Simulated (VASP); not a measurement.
Crystal: LuZrBr6.

```
Lu Zr Br
1.0
     5.36782    0.00000    0.00000
    -2.68391    4.64867    0.00000
     0.00000    0.00000   10.86244
Lu Zr Br
1 1 6
Direct
  0.00000 0.00000 0.00000
  0.00000 0.00000 0.50000
  0.39523 0.00000 0.68569
  0.00000 0.39523 0.68569
  0.60477 0.60477 0.68569
  0.39523 0.00000 0.31431
  0.00000 0.39523 0.31431
  0.60477 0.60477 0.31431
```

The cell was generated, and may not be a known phase.

```yaml
Program: VASP 6.6.1
Task: relaxation of cell and atoms
Functional: PBE
Potentials_or_basis: VASP PAW PBE potentials, release 64 (Lu, Zr_sv, Br)
Cutoff: 600 eV
k_mesh: 6 × 6 × 2
Occupations: gaussian, width 0.1 eV
Spin: no spin polarisation
```

At the start: pressure 3.8 GPa; volume 33.88 Å³/atom.

Question: Where does the relaxation end?

Answer: Over 15 steps the energy falls by 1721.5 meV/atom and the volume is 39.33 Å³/atom (+16.1 %); space group P-62m (No. 189, to 0.1 Å) before and after.

The path:
```csv
step,energy change (eV),largest force (eV/Å),pressure (GPa),volume (Å³)
1,0.0000,2.5333,3.77,271.05
2,-5.6457,1.9365,-2.69,298.63
3,-7.9419,2.1584,-3.41,316.26
4,-9.8008,2.4912,0.81,284.07
5,-9.9583,3.1564,4.33,270.28
6,-10.8646,2.8715,4.99,268.31
7,-11.5379,3.1595,9.22,263.27
8,-13.1579,1.3211,3.22,290.08
9,-13.4594,0.7039,1.11,305.73
10,-13.4908,0.5580,0.41,312.55
11,-13.4910,0.5395,0.28,314.00
12,-13.6306,0.3562,0.10,314.72
13,-13.7699,0.0900,-0.19,316.07
14,-13.7703,0.0678,-0.19,316.01
15,-13.7717,0.0168,0.03,314.63
```

Final structure:
```xyz
8
Lattice="7.1636 0.0000 0.0000 -3.5818 6.2038 0.0000 0.0000 0.0000 7.0797" Properties=species:S:1:pos:R:3 pbc="T T T"
Lu    0.0000    0.0000    0.0000
Zr    0.0000    0.0000    3.5398
Br    2.0869    0.0000    5.2554
Br   -1.0435    1.8073    5.2554
Br    2.5383    4.3965    5.2554
Br    2.0869    0.0000    1.8243
Br   -1.0435    1.8073    1.8243
Br    2.5383    4.3965    1.8243
```

Caveat: the volume moved by over 15 % at a fixed basis, so the end points are rough; an odd number of electrons without spin polarisation forces a metal; a magnetic or distorted state may lie lower.
